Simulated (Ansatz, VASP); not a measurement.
## Two plane-wave programs on Si2Ge3

```
CELL_PARAMETERS angstrom
2.75621 0.00000 0.00000
-1.37811 2.38695 0.00000
0.00000 0.00000 13.64328
ATOMIC_POSITIONS crystal
Si 0.00000 0.00000 0.90437
Si 0.00000 0.00000 0.09563
Ge 0.00000 0.00000 0.29360
Ge 0.00000 0.00000 0.50000
Ge 0.00000 0.00000 0.70640
```

Alike in both runs: functional PBE; k mesh 6 × 6 × 2; occupations gaussian, width 0.1 eV; no spin polarisation.

Ansatz relaxed the structure, and its values are those at the end. VASP's run is a single point on that final structure, the one shown.

|  | VASP | Ansatz |
| --- | --- | --- |
| version | VASP 6.6.1 | Ansatz 0.2.0 |
| potentials or method | VASP PAW PBE potentials, release 64 (Si, Ge_d), cutoff 520 eV | scalar-relativistic, plane waves, PAW |
| valence electrons in the cell | 50 | 50 |

|  | VASP | Ansatz | Ansatz less VASP |
| --- | --- | --- | --- |
| gap on the k mesh at the Fermi level (eV) | none | none | - |
| pressure (GPa) | 0.1 | 0.1 | +0.05 |
| rms of the force components (eV/Å) | 0.011 | 0.011 | -0.0003 |

A gap of «none» marks a metal or a gap that the smearing closes.

The k mesh is coarse, so the values compare programs but aren't converged.
